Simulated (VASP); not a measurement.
Here is a VASP 6.6.1 calculation.

INCAR

```
PREC = Accurate ; ENCUT = 500
EDIFF = 1E-6 ; ISMEAR = 0
SIGMA = 0.01 ; LREAL = False
LASPH = True ; NELM = 120
ALGO = Normal ; ISIF = 2
LWAVE = False ; LCHARG = True
LELF = True ; LVHAR = True
NBANDS = 11 ; GGA_COMPAT = False
```

The input KPOINTS:

```
regular mesh
0
Gamma
  6 6 6
```

The input POSCAR:

```
Si
1.0
    0.0000000000      2.7009711365      2.7009711365
    2.7009711365      0.0000000000      2.7009711365
    2.7009711365      2.7009711365      0.0000000000
Si
2
Direct
    0.7500000000      0.7500000000      0.7500000000
    0.5000000000      0.5000000000      0.5000000000
```

Potentials or basis: VASP PAW LDA potentials, release 64 (Si).

Command:

```console
$ cat potpaw_LDA.64/Si/POTCAR > POTCAR
$ mpirun -np 1 vasp_std > vasp.out
```

(1) Predict the band gap on the k mesh.

(2) What does it give for the pressure?

## Answers

(1) 0.57 eV, indirect (least direct gap 2.53 eV).

(2) 0.1 GPa.
